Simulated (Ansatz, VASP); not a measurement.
Two plane-wave programs on KCl

```
CELL_PARAMETERS angstrom
0.00000 3.14485 3.14485
3.32505 0.00000 3.14485
3.32505 3.14485 0.00000
ATOMIC_POSITIONS crystal
K 0.00000 0.00000 0.00000
Cl 0.50000 0.50000 0.50000
```

Change from the starting cell: uniaxial_x strain +5.7%.

Alike in both runs: task single point; functional PBE; k mesh 8 × 8 × 8; occupations fermi-dirac, width 0.02 eV; no spin polarisation.

|  | VASP | Ansatz |
| --- | --- | --- |
| version | VASP 6.6.1 | Ansatz 0.2.0 |
| potentials or method | VASP PAW PBE potentials, release 64 (K_sv, Cl) | plane waves, PAW |
| plane-wave cutoff (eV) | 520 | 420 |
| valence electrons in the cell | 16 | 16 |

```csv
,VASP,Ansatz,Ansatz less VASP
gap on the k mesh at the Fermi level (eV),4.99,4.99,+0.002
pressure (GPa),0.0,-0.1,-0.02
"traceless stress, the component that is largest in VASP (GPa)",-0.95,-0.93,+0.019
```
